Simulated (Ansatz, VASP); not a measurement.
# Two plane-wave programs on Ti3Al5

Contents of INCAR:

```
SYSTEM = Ti3Al5
PREC = Accurate
ENCUT = 520
EDIFF = 1E-7
ISMEAR = 0
SIGMA = 0.15
LREAL = .FALSE.
LASPH = .TRUE.
NELM = 60
ALGO = Fast
ISIF = 2
LWAVE = .FALSE.
LCHARG = .FALSE.
GGA = PS
NBANDS = 36
```

KPOINTS

```
Automatic mesh
0
G
  10 10 6
  0 0 0
```

Contents of POSCAR:

```
Ti3Al5
1.0
    3.8854354518      0.0000000000      0.0000000000
    0.0000000000      4.0017892621      0.0000000000
    0.0000000000      0.0000000000      7.8108641073
Ti Al
3 5
Direct
    0.0000000000      0.5000000000      0.2646132917
    0.0000000000      0.5000000000      0.7353867083
    0.5000000000      0.5000000000      0.0000000000
    0.0000000000      0.0000000000      0.0000000000
    0.0000000000      0.0000000000      0.5000000000
    0.5000000000      0.5000000000      0.5000000000
    0.5000000000      0.0000000000      0.2417027397
    0.5000000000      0.0000000000      0.7582972603
```

Input for Ansatz:

```yaml
crystal:
  lattice:
    - [3.8854354518, 0.0, 0.0]
    - [0.0, 4.0017892621, 0.0]
    - [0.0, 0.0, 7.8108641073]
  atoms:
    - { symbol: Ti, position: [0.0, 0.5, 0.2646132917] }
    - { symbol: Ti, position: [0.0, 0.5, 0.7353867083] }
    - { symbol: Ti, position: [0.5, 0.5, 0.0] }
    - { symbol: Al, position: [0.0, 0.0, 0.0] }
    - { symbol: Al, position: [0.0, 0.0, 0.5] }
    - { symbol: Al, position: [0.5, 0.5, 0.5] }
    - { symbol: Al, position: [0.5, 0.0, 0.2417027397] }
    - { symbol: Al, position: [0.5, 0.0, 0.7582972603] }
basis:
  ecutwfc: 420
kpoints:
  mp_grid: { grid: [10, 10, 6] }
hamiltonian:
  xc: pbesol
scf:
  occupations: { method: gaussian, width: 0.15 }
output:
  forces: true
  stress: true
  eigenvalues: true
  write_density: true
  write_potential: true
  elf: true
  volumetric_format: npy
```

Change from the starting cell: strain -0.0300 x Voigt [0, 0, 1, 0, 0, 0], atoms carried along.

Alike in both runs: task single point; functional PBEsol; k mesh 10 × 10 × 6; occupations gaussian, width 0.15 eV; no spin polarisation.

|  | VASP | Ansatz |
| --- | --- | --- |
| version | VASP 6.6.1 | Ansatz 0.2.0 |
| potentials or method | VASP PAW PBE potentials, release 64 (Ti_sv, Al), cutoff 520 eV | scalar-relativistic, plane waves, PAW |
| valence electrons in the cell | 51 | 51 |

|  | VASP | Ansatz | Ansatz less VASP |
| --- | --- | --- | --- |
| gap on the k mesh at the Fermi level (eV) | none | none | - |
| pressure (GPa) | 3.9 | 3.8 | -0.09 |
| traceless stress, the component that is largest in VASP (GPa) | 2.77 | 2.79 | +0.016 |
| rms of the force components (eV/Å) | 0.037 | 0.035 | -0.0025 |

VASP's potentials were made for PBE, not for PBEsol. Atom by atom the forces differ by 0.003 eV/Å (rms over components). A gap of «none» marks a metal or a gap that the smearing closes. The functional is the same, so the differences come from potentials, cutoffs and numerics.
